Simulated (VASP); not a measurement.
# Al2O3 (P-3m1) in VASP: further runs

Al2O3 is run at these levels: LDA; tasks: single point.

All numbers are computed with VASP 6.6.1; they aren't measurements. Logs are shortened: lines on timing, memory, paths and dates and some standing lists are left out, and cuts for length are marked.

## (1) The cell of the first run

The structure is trigonal, space group P-3m1 (No. 164). Conventional cell: a = 3.138 Å, b = 3.138 Å, c = 7.575 Å, α = 90.00°, β = 90.00°, γ = 120.00°. Al (site symmetry 3m) has 4 O at 1.68 to 1.91 Å within 2.2 Å. O (site symmetry 3m) has 3 Al at 1.91 Å within 2.5 Å. Within 2.2 Å of O (site symmetry -3m) lie 2 Al at 1.68 Å.

## (2) Single point, LDA (strain +0.040 along x and y, +0.000 along z)

File INCAR:

```
  ALGO = Normal
  EDIFF = 1E-6
  ENCUT = 520
  ISIF = 2
  ISMEAR = 0
  LASPH = T
  LCHARG = F
  LREAL = F
  LWAVE = F
  NBANDS = 20
  NELM = 80
  PREC = Accurate
  SIGMA = 0.05
```

File KPOINTS:

```
k-points
0
Gamma
  12 12 4
```

File POSCAR:

```
Al2O3
1.0
    3.1381818458      0.0000000000      0.0000000000
   -1.5690909229      2.7177452001      0.0000000000
    0.0000000000      0.0000000000      7.5746360022
Al O
2 3
Direct
    0.0000000000      0.0000000000      0.2779510000
    0.0000000000      0.0000000000      0.7220490000
    0.3333333333      0.6666666667      0.1994540000
    0.6666666667      0.3333333333      0.8005460000
    0.0000000000      0.0000000000      0.5000000000
```

Potentials or basis: VASP PAW LDA potentials, release 64 (Al, O).

Started as:

```sh
$ cat potpaw_LDA.64/Al/POTCAR potpaw_LDA.64/O/POTCAR > POTCAR
$ mpirun -np 1 vasp_std > vasp.out
```

OUTCAR:

```text
EDIFF = 1E-6
   ENCUT = 520
   ISIF = 2
   ISMEAR = 0
   LASPH = T
   LREAL = F
   NELM = 80
   PREC = Accurate

 ion  position               nearest neighbor table
   1  0.000  0.000  0.278-   5 1.68   3 1.91   3 1.91   3 1.91   2 3.36
   2  0.000  0.000  0.722-   5 1.68   4 1.91   4 1.91   4 1.91   1 3.36
   3  0.333  0.667  0.199-   1 1.91   1 1.91   1 1.91
   4  0.667  0.333  0.801-   2 1.91   2 1.91   2 1.91
   5  0.000  0.000  0.500-   1 1.68   2 1.68

  LATTYP: Found a hexagonal cell.
 ALAT       =     3.1381818458
 C/A-ratio  =     2.4137020652

  Lattice vectors:

 A1 = (   3.1381818458,   0.0000000000,   0.0000000000)
 A2 = (  -1.5690909229,   2.7177452001,   0.0000000000)
 A3 = (   0.0000000000,   0.0000000000,   7.5746360022)

Analysis of symmetry for initial positions (statically):
=====================================================================
 Subroutine PRICEL returns:
 Original cell was already a primitive cell.

 Routine SETGRP: Setting up the symmetry group for a
 hexagonal supercell.

 Subroutine GETGRP returns: Found 12 space group operations
 (whereof 12 operations were pure point group operations)
 out of a pool of 24 trial point group operations.

The static configuration has the point symmetry D_3d.

Analysis of symmetry for dynamics (positions and initial velocities):
=====================================================================
 Subroutine PRICEL returns:
 Original cell was already a primitive cell.

 Routine SETGRP: Setting up the symmetry group for a
 hexagonal supercell.

 Subroutine GETGRP returns: Found 12 space group operations
 (whereof 12 operations were pure point group operations)
 out of a pool of 24 trial point group operations.

The dynamic configuration has the point symmetry D_3d.

 Subroutine INISYM returns: Found 12 space group operations
 (whereof 12 operations are pure point group operations),
 and found     1 'primitive' translations

----------------------------------------------------------------------------------------

                                     Primitive cell

  volume of cell :      64.6024

  direct lattice vectors                    reciprocal lattice vectors
     3.138181846  0.000000000  0.000000000     0.318655849  0.183976040  0.000000000
    -1.569090923  2.717745200  0.000000000     0.000000000  0.367952080  0.000000000
     0.000000000  0.000000000  7.574636002     0.000000000  0.000000000  0.132019545

  length of vectors
     3.138181846  3.138181846  7.574636002     0.367952080  0.367952080  0.132019545

  position of ions in fractional coordinates (direct lattice)
     0.000000000  0.000000000  0.277951000
     0.000000000  0.000000000  0.722049000
     0.333333333  0.666666667  0.199454000
     0.666666667  0.333333333  0.800546000
     0.000000000  0.000000000  0.500000000

  ion indices of the primitive-cell ions
   primitive index   ion index
                 1           1
                 2           2
                 3           3
                 4           4
                 5           5

----------------------------------------------------------------------------------------

 KPOINTS: k-points

Automatic generation of k-mesh.
 Grid dimensions read from file:
 generate k-points for:   12   12    4

 Generating k-lattice:

  Cartesian coordinates                     Fractional coordinates (reciprocal lattice)
     0.026554654  0.015331337  0.000000000     0.083333333 -0.000000000  0.000000000
     0.000000000  0.030662673  0.000000000     0.000000000  0.083333333  0.000000000
     0.000000000  0.000000000  0.033004886     0.000000000  0.000000000  0.250000000

  Length of vectors
     0.030662673  0.030662673  0.033004886

  Shift w.r.t. Gamma in fractional coordinates (k-lattice)
     0.000000000  0.000000000  0.000000000

 Subroutine IBZKPT returns following result:
 ===========================================

 Found     69 irreducible k-points:

 Following reciprocal coordinates:
            Coordinates               Weight
  0.000000  0.000000  0.000000      1.000000
  0.083333  0.000000  0.000000      6.000000
  0.166667  0.000000  0.000000      6.000000
  0.250000  0.000000  0.000000      6.000000
  0.333333  0.000000  0.000000      6.000000
  0.416667  0.000000  0.000000      6.000000
[... 16 lines left out ...]
  0.166667  0.000000  0.250000      6.000000
  0.000000  0.166667  0.250000      6.000000
 [... further k-points ...]
   k-points           NKPTS =     69   k-points in BZ     NKDIM =     69   number of bands    NBANDS=     20
   number of dos      NEDOS =    301   number of ions     NIONS =      5
   total plane-waves  NPLWV =  32256
   dimension x,y,z NGX =    24 NGY =   24 NGZ =   56
   dimension x,y,z NGXF=    48 NGYF=   48 NGZF=  112
   ions per type =               2   3
   NGX,Y,Z   is equivalent  to a cutoff of  12.71, 12.71, 12.29 a.u.
   NGXF,Y,Z  is equivalent  to a cutoff of  25.43, 25.43, 24.58 a.u.
 SYSTEM =  unknown system
   PREC   = accura    normal or accurate (medium, high low for compatibility)
   ISTART =      0    job   : 0-new  1-cont  2-samecut
   ICHARG =      2    charge: 1-file 2-atom 10-const
   ISPIN  =      1    spin polarized calculation?
   LNONCOLLINEAR =      F non collinear calculations
   LSORBIT =      F    spin-orbit coupling
   LASPH  =      T    aspherical Exc in radial PAW
   ENCUT  =  520.0 eV  38.22 Ry    6.18 a.u.   5.83  5.83 14.08*2*pi/ulx,y,z
   NELM   =     80;   NELMIN=  2; NELMDL= -5     # of ELM steps
   EDIFF  = 0.1E-05   stopping-criterion for ELM
   LREAL  =      F    real-space projection
   EDIFFG = 0.1E-04   stopping-criterion for IOM
   NSW    =      0    number of steps for IOM
   IBRION =     -1    ionic relax: 0-MD 1-quasi-New 2-CG
   NFREE  =      0    steps in history (QN), initial steepest desc. (CG)
   ISIF   =      2    stress and relaxation
   ISYM   =      2    0-nonsym 1-usesym 2-fastsym
   POTIM  = 0.5000    time-step for ionic-motion
   TEBEG  =    0.0;   TEEND  =   0.0 temperature during run
   PSTRESS=    0.0 pullay stress
   NELECT =      24.0000    total number of electrons
   NUPDOWN=      -1.0000    fix difference up-down
   EMIN   =  10.00;   EMAX   =-10.00  energy-range for DOS
   EFERMI =   0.00;   METHOD = LEGACY
   ISMEAR =     0;   SIGMA  =   0.05  broadening in eV -4-tet -1-fermi 0-gaus
   EFERMI_NEDOS =   21; number of points for ismear=-14 and -15
   IALGO  =     38    algorithm
   IMIX   =      4    mixing-type and parameters
     AMIX     =   0.40;   BMIX     =  1.00
     AMIX_MAG =   1.60;   BMIX_MAG =  1.00
  volume/ion in A,a.u.               =      12.92        87.19
  Fermi-wavevector in a.u.,A,eV,Ry     =   1.176871  2.223965 18.844430  1.385026
  Thomas-Fermi vector in A             =   2.313228
   LORBIT       =      0    0 simple, 1 ext, 2 COOP (PROOUT), +10 PAW based schemes
   GGA     = CA    functional components
   LHFCALC =     F    Hartree Fock is set to
   AEXX    =    0.0000 exact exchange contribution
   IVDW    =     0    specifies the selected vdW correction
   LEPSILON=     F    determine dielectric tensor
   LRPA    =     F    only Hartree local field effects (RPA)
 non-spin polarized calculation
 Gauss-broadening in eV      SIGMA  =   0.05
  energy-cutoff  :      520.00
  volume of cell :       64.60
 maximum number of plane-waves:      1754
   NGX = 11   NGY = 11   NGZ = 29

 number of electron      23.9999988 magnetization

 Free energy of the ion-electron system (eV)
  ---------------------------------------------------
  ext. energy  EPLUGINS =         0.00000000
  ---------------------------------------------------
  free energy    TOTEN  =       -39.24334944 eV

  energy without entropy =      -39.24334944  energy(sigma->0) =      -39.24334944

 E-fermi :   2.7667     XC(G=0):  -9.9059

 val. band max:        2.4823056312   @ k =   0.0000   0.0000   0.0000
 cond. band min:       4.5123639137   @ k =   0.0000   0.0000   0.0000
 fundamental gap:      2.0300582826
 Fermi energy:         2.7667335254

 k-point     1 :       0.0000    0.0000    0.0000
  band No.  band energies     occupation
      1     -15.8507      2.00000
      2     -15.6198      2.00000
      3     -13.7105      2.00000
      4      -2.8359      2.00000
      5      -1.1431      2.00000
      6      -0.5847      2.00000
[... 12 lines left out ...]
     19      13.7601      0.00000
     20      14.1910      0.00000

 k-point     2 :       0.0833    0.0000    0.0000
  band No.  band energies     occupation
      1     -15.8027      2.00000
      2     -15.5794      2.00000
      3     -13.6907      2.00000
      4      -2.8276      2.00000
      5      -1.1347      2.00000
      6      -0.8423      2.00000
[... 12 lines left out ...]
     19      13.9045      0.00000
     20      13.9633      0.00000

 k-point     3 :       0.1667    0.0000    0.0000
  band No.  band energies     occupation
      1     -15.6671      2.00000
      2     -15.4663      2.00000
      3     -13.6368      2.00000
      4      -2.8615      2.00000
      5      -1.5800      2.00000
      6      -1.2223      2.00000
[... 12 lines left out ...]
     19      14.0436      0.00000
     20      14.2694      0.00000

 k-point     4 :       0.2500    0.0000    0.0000
  band No.  band energies     occupation
      1     -15.4697      2.00000
      2     -15.3061      2.00000
      3     -13.5652      2.00000
      4      -3.0971      2.00000
      5      -2.3459      2.00000
      6      -1.4812      2.00000
[... 12 lines left out ...]
     19      14.1283      0.00000
     20      14.6600      0.00000

 k-point     5 :       0.3333    0.0000    0.0000
  band No.  band energies     occupation
      1     -15.2545      2.00000
      2     -15.1400      2.00000
      3     -13.4978      2.00000
      4      -3.5129      2.00000
      5      -3.0224      2.00000
      6      -1.4722      2.00000
[... 12 lines left out ...]
     19      14.0316      0.00000
     20      14.8806      0.00000

 k-point     6 :       0.4167    0.0000    0.0000
  band No.  band energies     occupation
      1     -15.0777      2.00000
      2     -15.0191      2.00000
      3     -13.4526      2.00000
      4      -3.8650      2.00000
      5      -3.4803      2.00000
      6      -1.4060      2.00000
[... 12 lines left out ...]
     19      13.6521      0.00000
     20      14.9317      0.00000

 k-point     7 :       0.5000    0.0000    0.0000
  band No.  band energies     occupation
      1     -14.9977      2.00000
      2     -14.9856      2.00000
      3     -13.4374      2.00000
      4      -3.9973      2.00000
      5      -3.6423      2.00000
      6      -1.3868      2.00000
[... 12 lines left out ...]
     19      13.5184      0.00000
     20      14.9320      0.00000
[... 277 lines left out ...]
 k-point    20 :       0.0000    0.0000    0.2500
  band No.  band energies     occupation
      1     -15.8218      2.00000
      2     -15.6545      2.00000
      3     -13.7036      2.00000
      4      -2.9214      2.00000
      5      -0.8538      2.00000
      6      -0.5912      2.00000
[... 12 lines left out ...]
     19      14.1795      0.00000
     20      14.2797      0.00000

 k-point    21 :       0.0833    0.0000    0.2500
  band No.  band energies     occupation
      1     -15.7746      2.00000
      2     -15.6127      2.00000
      3     -13.6841      2.00000
      4      -2.8952      2.00000
      5      -0.9849      2.00000
      6      -0.8722      2.00000
[... 12 lines left out ...]
     19      13.8382      0.00000
     20      14.5204      0.00000

 k-point    22 :       0.0000    0.0833    0.2500
  band No.  band energies     occupation
      1     -15.7745      2.00000
      2     -15.6129      2.00000
      3     -13.6841      2.00000
      4      -2.8965      2.00000
      5      -1.0191      2.00000
      6      -0.8503      2.00000
[... 12 lines left out ...]
     19      13.8658      0.00000
     20      14.4442      0.00000

 k-point    23 :       0.1667    0.0000    0.2500
  band No.  band energies     occupation
      1     -15.6420      2.00000
      2     -15.4955      2.00000
      3     -13.6316      2.00000
      4      -2.8753      2.00000
      5      -1.5762      2.00000
      6      -1.3722      2.00000
[... 12 lines left out ...]
     19      14.2172      0.00000
     20      14.7466      0.00000

 k-point    24 :       0.0000    0.1667    0.2500
  band No.  band energies     occupation
      1     -15.6405      2.00000
      2     -15.4972      2.00000
      3     -13.6313      2.00000
      4      -2.8882      2.00000
      5      -1.5624      2.00000
      6      -1.4121      2.00000
[... 12 lines left out ...]
     19      14.2646      0.00000
     20      14.8726      0.00000

 [... further k-points ...]

------------------------ aborting loop because EDIFF is reached ----------------------------------------

  FORCE on cell =-STRESS in cart. coord.  units (eV):
  Direction    XX          YY          ZZ          XY          YZ          ZX
  --------------------------------------------------------------------------------------
  -------------------------------------------------------------------------------------
  Total       -8.2847891     -8.2847891     -3.0884508      0.0000000     -0.0000000      0.0000000
  in kB     -205.4676374   -205.4676374    -76.5953937      0.0000000     -0.0000000      0.0000000
  external PRESSURE =    -162.5102228 kB  Pullay stress =       0.0000000 kB

 VOLUME and BASIS-vectors are now :
 -----------------------------------------------------------------------------
  energy-cutoff  :      520.00
  volume of cell :       64.60
      direct lattice vectors                 reciprocal lattice vectors
     3.138181846  0.000000000  0.000000000     0.318655849  0.183976040  0.000000000
    -1.569090923  2.717745200  0.000000000     0.000000000  0.367952080  0.000000000
     0.000000000  0.000000000  7.574636002     0.000000000  0.000000000  0.132019545

 POSITION                                       TOTAL-FORCE (eV/Angst)
 -----------------------------------------------------------------------------------
      0.00000      0.00000      2.10538         0.000000      0.000000     -0.406835
      0.00000      0.00000      5.46926        -0.000000     -0.000000      0.406835
     -0.00000      1.81183      1.51079        -0.000000     -0.000000      0.896748
      1.56909      0.90592      6.06384         0.000000      0.000000     -0.896748
      0.00000      0.00000      3.78732         0.000000      0.000000      0.000000
 -----------------------------------------------------------------------------------
    total drift:                                0.000000      0.000000      0.000000

  FREE ENERGIE OF THE ION-ELECTRON SYSTEM (eV)
  ---------------------------------------------------
  free  energy   TOTEN  =       -39.2433494394 eV

  energy  without entropy=      -39.2433494394  energy(sigma->0) =      -39.24334944
```

Wall time 37 s (1 thread of Intel Xeon 6975P-C (Granite Rapids), shared host); peak memory 0.19 GiB.

What came out:

| Item | Value |
| --- | --- |
| Free energy | -39.2433 eV |
| Pressure | -16.3 GPa |
| Largest force | 0.897 eV/Å |
| Band gap on the k mesh | 2.03 eV, direct |

Forces in eV/Å, atoms in the order of the input:
```
Al   0.000  0.000 -0.407
Al   0.000  0.000  0.407
O    0.000  0.000  0.897
O    0.000  0.000 -0.897
O    0.000  0.000  0.000
```

Caveat: the cell differs from its parent crystal (strain +0.040 along x and y, +0.000 along z).

## (3) Single point, LDA (strain +0.080 along x and y, -0.040 along z)

File INCAR:

```
  ALGO = Normal
  EDIFF = 1E-6
  ENCUT = 520
  GGA = CA
  ISIF = 2
  ISMEAR = 0
  LASPH = True
  LCHARG = False
  LREAL = False
  LWAVE = False
  NBANDS = 20
  NELM = 60
  PREC = Accurate
  SIGMA = 0.05
```

KPOINTS is that of step 2.

Edit POSCAR of step 2 so:

```diff
@@ -2,5 +2,5 @@
 1.0
-    3.1381818458      0.0000000000      0.0000000000
-   -1.5690909229      2.7177452001      0.0000000000
-    0.0000000000      0.0000000000      7.5746360022
+    3.2588811475      0.0000000000      0.0000000000
+   -1.6294405738      2.8222738617      0.0000000000
+    0.0000000000      0.0000000000      7.2716505621
 Al O
```

Potentials or basis: VASP PAW LDA potentials, release 64 (Al, O).

Started as:

```sh
$ cat potpaw_LDA.64/Al/POTCAR potpaw_LDA.64/O/POTCAR > POTCAR
$ mpirun -np 1 vasp_std > vasp.out
```

Wall time 36 s (1 thread of Intel Xeon 6975P-C (Granite Rapids), shared host); peak memory 0.19 GiB.

Results (log left out):

```yaml
Free_energy: -38.4304 eV
Pressure: -15.4 GPa
Largest_force: 2.907 eV/Å
Band_gap_on_the_k_mesh: 2.48 eV, direct
```

Forces on the atoms (eV/Å):
```
Al   0.000  0.000 -2.907
Al   0.000  0.000  2.907
O    0.000  0.000  0.903
O    0.000  0.000 -0.903
O    0.000  0.000  0.000
```

Stress tensor (GPa, compression positive):
```
-29.24   0.00   0.00
  0.00 -29.24   0.00
  0.00   0.00  12.25
```

Levels at points of the mesh, in eV from the valence-band top:
```tsv
k point	band 8	band 9	band 10	band 11	band 12	band 13	band 14	band 15	band 16	band 17
(0.00, 0.00, 0.00)	-1.96	-1.96	-0.58	0.00	0.00	2.48	4.41	7.83	11.37	11.37
(0.50, 0.00, 0.00)	-2.43	-2.41	-1.07	-0.29	-0.24	5.30	6.77	8.00	9.41	9.57
(0.00, 0.00, 0.50)	-1.92	-1.63	-1.40	0.00	0.00	3.32	3.66	8.42	9.55	11.23
(0.50, 0.00, 0.50)	-2.52	-2.28	-1.32	-0.23	-0.15	5.89	5.97	8.30	8.65	10.40
```

Caveat: the cell differs from its parent crystal (strain +0.080 along x and y, -0.040 along z); forces of over 1 eV/Å act on the atoms, so gaps and moduli don't describe the material at rest. A k mesh can miss the band edges.
